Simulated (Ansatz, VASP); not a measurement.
HfTi4Si in VASP and in Ansatz

File INCAR:

```
ALGO     = Fast           # electronic algorithm
EDIFF    = 1E-6           # SCF threshold, eV
EDIFFG   = -0.01          # ionic threshold
ENCUT    = 600            # plane-wave cutoff, eV
GGA      = PE             # functional
IBRION   = 2              # ionic algorithm
ISIF     = 3              # what is computed and relaxed
ISMEAR   = 0              # smearing method
LASPH    = T              # aspherical terms in the spheres
LCHARG   = F              # write CHGCAR
LREAL    = F              # projectors in reciprocal space
LWAVE    = F              # write WAVECAR
NELM     = 60             # most SCF steps
NSW      = 100            # ionic steps
PREC     = Accurate       # precision mode
SIGMA    = 0.1            # smearing width, eV
```

File KPOINTS:

```
k-points
0
Gamma
  10 10 10
```

Contents of POSCAR:

```
HfTi4Si
1.0
    0.0000000000      3.7449938699      3.7449938699
    3.7449938699      0.0000000000      3.7449938699
    3.7449938699      3.7449938699      0.0000000000
Hf Ti Si
1 4 1
Direct
    0.0000000000      0.0000000000      0.0000000000
    0.6279210399      0.6279210399      0.1162368802
    0.6279210399      0.1162368802      0.6279210399
    0.1162368802      0.6279210399      0.6279210399
    0.6279210399      0.6279210399      0.6279210399
    0.2500000000      0.2500000000      0.2500000000
```

Input for Ansatz:

```yaml
crystal:
  lattice:
    - [0.0, 3.7449938699, 3.7449938699]
    - [3.7449938699, 0.0, 3.7449938699]
    - [3.7449938699, 3.7449938699, 0.0]
  atoms:
    - { symbol: Hf, position: [0.0, 0.0, 0.0] }
    - { symbol: Ti, position: [0.6279210399, 0.6279210399, 0.1162368802] }
    - { symbol: Ti, position: [0.6279210399, 0.1162368802, 0.6279210399] }
    - { symbol: Ti, position: [0.1162368802, 0.6279210399, 0.6279210399] }
    - { symbol: Ti, position: [0.6279210399, 0.6279210399, 0.6279210399] }
    - { symbol: Si, position: [0.25, 0.25, 0.25] }
basis:
  ecutwfc: 420
kpoints:
  mp_grid: { grid: [10, 10, 10] }
hamiltonian:
  xc: pbe
scf:
  occupations: { method: gaussian, width: 0.1 }
output:
  forces: true
  stress: true
  eigenvalues: true
relax:
  adjacent_minimum: "off"
  f_tol: 0.01
  max_steps: 80
  cell: { stress_tol: 0.05 }
```

Change from the starting cell: species swapped into the ErCu4Ag type (F-43m, No. 216).

Alike in both runs: task relaxation of cell and atoms; functional PBE; k mesh 10 × 10 × 10; occupations gaussian, width 0.1 eV; no spin polarisation.

```csv
,VASP,Ansatz
version,VASP 6.6.1,Ansatz 0.2.0
potentials or method,"VASP PAW PBE potentials, release 64 (Hf_pv, Ti_sv, Si), cutoff 600 eV","scalar-relativistic, plane waves, PAW"
valence electrons in the cell,62,78
```

Ansatz gave:

* gap on the k mesh at the Fermi level, each at its own relaxed structure (eV): none
* relaxed volume (Å³/atom): 17.59
* relaxed length of the cell vector where the two differ most in proportion (Å): 5.304

Estimate VASP's values.

gap on the k mesh at the Fermi level, each at its own relaxed structure (eV): none; relaxed volume (Å³/atom): 17.55; relaxed length of the cell vector where the two differ most in proportion (Å): 5.301.

A gap of «none» marks a metal or a gap that the smearing closes. VASP's potentials hold 62 valence electrons a cell and Ansatz's 78, so a difference there can come from the potentials and not from the codes.

Spin-orbit coupling is off throughout.
